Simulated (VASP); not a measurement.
# Ca3Mg (Pm-3m) in VASP: further runs, part 2 of 2

VASP 6.6.1. Earlier steps stand in the parts before.

### Step 3. Single point, LDA

This run uses another cell than the first one, of 32.67 Å³/atom.

INCAR reads:

```
SYSTEM = Ca3Mg
PREC     = Accurate       ! precision mode
ENCUT    = 520            ! plane-wave cutoff, eV
EDIFF    = 1E-6           ! SCF threshold, eV
ISMEAR   = 1              ! smearing method
SIGMA    = 0.05           ! smearing width, eV
LREAL    = .False.        ! projectors in reciprocal space
LASPH    = .True.         ! aspherical terms in the spheres
NELM     = 100            ! most SCF steps
ALGO     = Normal         ! electronic algorithm
ISIF     = 2              ! what is computed and relaxed
LWAVE    = .False.        ! write WAVECAR
LCHARG   = .True.         ! write CHGCAR
GGA      = CA             ! functional
LELF     = .True.         ! ELF
LVHAR    = .True.       
NBANDS   = 24             ! bands
```

KPOINTS reads:

```
regular mesh
0
Gamma
  4 4 4
  0 0 0
```

POSCAR reads:

```
Ca3Mg
1.0
    5.0746265694      0.0000000000      0.0000000000
    0.0000000000      5.0746265694      0.0000000000
    0.0000000000      0.0000000000      5.0746265694
Mg Ca
1 3
Direct
    0.0000000000      0.0000000000      0.0000000000
    0.0000000000      0.5000000000      0.5000000000
    0.5000000000      0.0000000000      0.5000000000
    0.5000000000      0.5000000000      0.0000000000
```

Potentials or basis: VASP PAW LDA potentials, release 64 (Mg, Ca_sv).

Run with:

```console
$ cat potpaw_LDA.64/Mg/POTCAR potpaw_LDA.64/Ca_sv/POTCAR > POTCAR
$ mpirun -np 1 vasp_std > vasp.out
```

OUTCAR:

```text
SYSTEM = Ca3Mg
   PREC = Accurate
   ENCUT = 520
   EDIFF = 1E-6
   ISMEAR = 1
   LREAL = .False.
   LASPH = .True.
   NELM = 100
   ISIF = 2
   GGA = CA

 ion  position               nearest neighbor table
   1  0.000  0.000  0.000-
   2  0.000  0.500  0.500-
   3  0.500  0.000  0.500-
   4  0.500  0.500  0.000-

  LATTYP: Found a simple cubic cell.
 ALAT       =     5.0746265694

  Lattice vectors:

 A1 = (   5.0746265694,   0.0000000000,   0.0000000000)
 A2 = (   0.0000000000,   5.0746265694,   0.0000000000)
 A3 = (   0.0000000000,   0.0000000000,   5.0746265694)

Analysis of symmetry for initial positions (statically):
=====================================================================
 Subroutine PRICEL returns:
 Original cell was already a primitive cell.

 Routine SETGRP: Setting up the symmetry group for a
 simple cubic supercell.

 Subroutine GETGRP returns: Found 48 space group operations
 (whereof 48 operations were pure point group operations)
 out of a pool of 48 trial point group operations.

The static configuration has the point symmetry O_h .

Analysis of symmetry for dynamics (positions and initial velocities):
=====================================================================
 Subroutine PRICEL returns:
 Original cell was already a primitive cell.

 Routine SETGRP: Setting up the symmetry group for a
 simple cubic supercell.

 Subroutine GETGRP returns: Found 48 space group operations
 (whereof 48 operations were pure point group operations)
 out of a pool of 48 trial point group operations.

The dynamic configuration has the point symmetry O_h .

 Subroutine INISYM returns: Found 48 space group operations
 (whereof 48 operations are pure point group operations),
[... 98 lines left out ...]
   EMIN   =  10.00;   EMAX   =-10.00  energy-range for DOS
   EFERMI =   0.00;   METHOD = LEGACY
   ISMEAR =     1;   SIGMA  =   0.05  broadening in eV -4-tet -1-fermi 0-gaus
   EFERMI_NEDOS =   21; number of points for ismear=-14 and -15
   IALGO  =     38    algorithm
   IMIX   =      4    mixing-type and parameters
     AMIX     =   0.40;   BMIX     =  1.00
     AMIX_MAG =   1.60;   BMIX_MAG =  1.00
  volume/ion in A,a.u.               =      32.67       220.47
  Fermi-wavevector in a.u.,A,eV,Ry     =   1.024206  1.935469 14.272489  1.048998
  Thomas-Fermi vector in A             =   2.157981
   LORBIT       =      0    0 simple, 1 ext, 2 COOP (PROOUT), +10 PAW based schemes
   GGA     = CA    functional components
   LHFCALC =     F    Hartree Fock is set to
   AEXX    =    0.0000 exact exchange contribution
   IVDW    =     0    specifies the selected vdW correction
   LEPSILON=     F    determine dielectric tensor
   LRPA    =     F    only Hartree local field effects (RPA)
 non-spin polarized calculation
 Methfessel and Paxton  Order N= 1 SIGMA  =   0.05
  energy-cutoff  :      520.00
  volume of cell :      130.68
 maximum number of plane-waves:      3575
 NGX is ok and might be reduce to    40
   NGX = 19   NGY = 19   NGZ = 19

 number of electron      31.9999995 magnetization

 Free energy of the ion-electron system (eV)
  ---------------------------------------------------
  ext. energy  EPLUGINS =         0.00000000
  ---------------------------------------------------
  free energy    TOTEN  =        -8.63458457 eV

  energy without entropy =       -8.63228982  energy(sigma->0) =       -8.63381965

 E-fermi :   2.3481     XC(G=0):  -8.5404

 val. band max:        2.3466603009   @ k =   0.2500   0.2500   0.0000
 cond. band min:       2.3805659263   @ k =   0.5000   0.5000   0.2500
 fundamental gap:      0.0339056254
 Fermi energy:         2.3481253545

 k-point     1 :       0.0000    0.0000    0.0000
  band No.  band energies     occupation
      1     -38.8024      2.00000
      2     -38.7570      2.00000
      3     -38.7570      2.00000
      4     -20.2101      2.00000
      5     -20.2101      2.00000
      6     -20.2101      2.00000
[... 259 lines left out ...]
     23       4.7391      0.00000
     24       5.3435      0.00000

------------------------ aborting loop because EDIFF is reached ----------------------------------------

  FORCE on cell =-STRESS in cart. coord.  units (eV):
  Direction    XX          YY          ZZ          XY          YZ          ZX
  --------------------------------------------------------------------------------------
  -------------------------------------------------------------------------------------
  Total        0.1704708      0.1704708      0.1704708      0.0000000      0.0000000      0.0000000
  in kB        2.0900104      2.0900104      2.0900104      0.0000000      0.0000000      0.0000000
  external PRESSURE =       2.0900104 kB  Pullay stress =       0.0000000 kB

 VOLUME and BASIS-vectors are now :
 -----------------------------------------------------------------------------
  energy-cutoff  :      520.00
  volume of cell :      130.68
      direct lattice vectors                 reciprocal lattice vectors
     5.074626569  0.000000000  0.000000000     0.197058835  0.000000000  0.000000000
     0.000000000  5.074626569  0.000000000     0.000000000  0.197058835  0.000000000
     0.000000000  0.000000000  5.074626569     0.000000000  0.000000000  0.197058835

 POSITION                                       TOTAL-FORCE (eV/Angst)
 -----------------------------------------------------------------------------------
      0.00000      0.00000      0.00000         0.000000      0.000000      0.000000
      0.00000      2.53731      2.53731         0.000000      0.000000      0.000000
      2.53731      0.00000      2.53731         0.000000      0.000000      0.000000
      2.53731      2.53731      0.00000         0.000000      0.000000      0.000000
 -----------------------------------------------------------------------------------
    total drift:                               -0.000000     -0.000000     -0.000000

  FREE ENERGIE OF THE ION-ELECTRON SYSTEM (eV)
  ---------------------------------------------------
  free  energy   TOTEN  =        -8.6345845735 eV

  energy  without entropy=       -8.6322898153  energy(sigma->0) =       -8.63381965
```

Run time: 55 s. Hardware: 1 thread of Intel Xeon 8259CL, shared host; peak memory 0.2 GiB.

Results:

```yaml
Free_energy: -8.6346 eV
Pressure: 0.2 GPa
Band_gap_on_the_k_mesh: zero (bands 16 and 17 overlap by 0.69 eV)
```

### Step 4. Single point, LDA

This run uses another cell than the first one, of 33.67 Å³/atom.

INCAR reads:

```
SYSTEM = Ca3Mg
ALGO = Normal
EDIFF = 1E-6
ENCUT = 520
GGA = CA
ISIF = 2
ISMEAR = 1
LASPH = .TRUE.
LCHARG = .FALSE.
LREAL = .FALSE.
LWAVE = .FALSE.
NBANDS = 24
NELM = 60
PREC = Accurate
SIGMA = 0.05
```

KPOINTS reads:

```
k-points
0
G
  4 4 4
  0 0 0
```

POSCAR reads:

```
Ca3Mg
1.0
    5.1256312590      0.0000000000      0.0000000000
    0.0000000000      5.1256312590      0.0000000000
    0.0000000000      0.0000000000      5.1256312590
Mg Ca
1 3
Direct
    0.0000000000      0.0000000000      0.0000000000
    0.0000000000      0.5000000000      0.5000000000
    0.5000000000      0.0000000000      0.5000000000
    0.5000000000      0.5000000000      0.0000000000
```

Run with:

```console
$ cat potpaw_LDA.64/Mg/POTCAR potpaw_LDA.64/Ca_sv/POTCAR > POTCAR
$ mpirun -np 1 vasp_std > vasp.out
```

Run time: 49 s. Hardware: 1 thread of Intel Xeon 8259CL, shared host; peak memory 0.21 GiB.

It converged, with:

```yaml
Free_energy: -8.6315 eV
Pressure: -0.5 GPa
Band_gap_on_the_k_mesh: zero (bands 16 and 17 overlap by 0.72 eV)
```

Levels at points of the mesh, in eV from the Fermi level:
```csv
k point,band 13,band 14,band 15,band 16,band 17,band 18,band 19,band 20
"(0.00, 0.00, 0.00)",-4.72,-1.10,0.00,0.00,0.82,0.82,0.82,0.99
"(0.50, 0.00, 0.00)",-3.43,-2.91,-0.11,0.36,0.36,0.96,1.24,1.41
"(0.50, 0.50, 0.00)",-2.54,-1.73,-1.73,-1.19,0.44,1.05,1.42,1.42
"(0.50, 0.50, 0.50)",-2.35,-0.68,-0.68,-0.68,-0.34,-0.34,-0.34,0.24
```

### Step 5. Relaxation of cell and atoms, LDA

This run uses another cell than the first one, of 37.01 Å³/atom.

INCAR reads:

```
PREC     = Accurate       # precision mode
ENCUT    = 600            # plane-wave cutoff, eV
EDIFF    = 1E-7           # SCF threshold, eV
ISMEAR   = 1              # smearing method
SIGMA    = 0.05           # smearing width, eV
LREAL    = F              # projectors in reciprocal space
LASPH    = T              # aspherical terms in the spheres
NELM     = 100            # most SCF steps
ALGO     = Normal         # electronic algorithm
ISIF     = 3              # what is computed and relaxed
LWAVE    = F              # write WAVECAR
LCHARG   = F              # write CHGCAR
GGA      = CA             # functional
IBRION   = 2              # ionic algorithm
NSW      = 80             # ionic steps
EDIFFG   = -0.02          # ionic threshold
```

KPOINTS reads:

```
regular mesh
0
Gamma
  4 4 4
```

POSCAR reads:

```
Ca3Mg
1.0
    5.2900000000      0.0000000000      0.0000000000
    0.0000000000      5.2900000000      0.0000000000
    0.0000000000      0.0000000000      5.2900000000
Mg Ca
1 3
Direct
    0.0000000000      0.0000000000      0.0000000000
    0.0000000000      0.5000000000      0.5000000000
    0.5000000000      0.0000000000      0.5000000000
    0.5000000000      0.5000000000      0.0000000000
```

Run with:

```console
$ cat potpaw_LDA.64/Mg/POTCAR potpaw_LDA.64/Ca_sv/POTCAR > POTCAR
$ mpirun -np 1 vasp_std > vasp.out
```

Wall time 2.2 min (1 thread of Oxide Virtual Turin-like, shared host); peak memory 0.2 GiB.

Results (log left out):

| Item | Value |
| --- | --- |
| Free energy | -8.6366 eV |
| Relaxed volume | 33.08 Å³/atom |
| Relaxed cell | a = 5.096 Å, b = 5.096 Å, c = 5.096 Å, α = 90.00°, β = 90.00°, γ = 90.00° |
| Space group after relaxing (to 0.1 Å) | Pm-3m (No. 221) |
| Energy gained by relaxing | 31.9 meV/atom |
| Ionic steps | 3 |
| Pressure after relaxing | -0.1 GPa |
| Band gap on the k mesh | zero (bands 16 and 17 overlap by 0.70 eV) |

Step by step:
| step | energy change (eV) | largest force (eV/Å) | pressure (GPa) | volume (Å³) |
| --- | --- | --- | --- | --- |
| 1 | 0.0000 | 0.0000 | -2.34 | 148.04 |
| 2 | -0.1150 | 0.0000 | -0.83 | 136.76 |
| 3 | -0.1277 | 0.0000 | -0.08 | 132.33 |

Final structure:
```
Mg Ca
1.0
     5.09587    0.00000    0.00000
     0.00000    5.09587    0.00000
     0.00000    0.00000    5.09587
Mg Ca
1 3
Cartesian
  0.0000 0.0000 0.0000
  0.0000 2.5479 2.5479
  2.5479 0.0000 2.5479
  2.5479 2.5479 0.0000
```

Levels at points of the mesh, in eV from the Fermi level:
```
           k point  band 14  band 15  band 16  band 17  band 18  band 19
(0.00, 0.00, 0.00)    -1.11     0.00     0.00     0.82     0.82     0.82
(0.50, 0.00, 0.00)    -2.91    -0.12     0.37     0.37     0.97     1.25
(0.50, 0.50, 0.00)    -1.73    -1.73    -1.16     0.44     1.07     1.44
(0.50, 0.50, 0.50)    -0.67    -0.67    -0.67    -0.32    -0.32    -0.32
```

### Step 6. Overview

| task | cell | cutoff (eV) | gap on the mesh (eV) | pressure (GPa) |
| --- | --- | --- | --- | --- |
| single point | a = 5.100 Å, 4 atoms | 520 | none | -0.2 |
| single point | a = 5.075 Å, 4 atoms | 520 | none | 0.2 |
| single point | a = 5.126 Å, 4 atoms | 520 | none | -0.5 |
| relaxation of cell and atoms | relaxed from a = 5.290 Å, 4 atoms | 600 | none | -0.1 |

Alike in all rows: level LDA; potentials or basis VASP PAW LDA potentials, release 64 (Mg, Ca_sv); no spin polarisation; k mesh 4 × 4 × 4; smearing methfessel-paxton 0.05 eV.

Total energies depend on the potentials used, so only differences within one code and one set of settings carry meaning.

The gap in the log of VASP goes by the Fermi energy; the results here count the filled bands.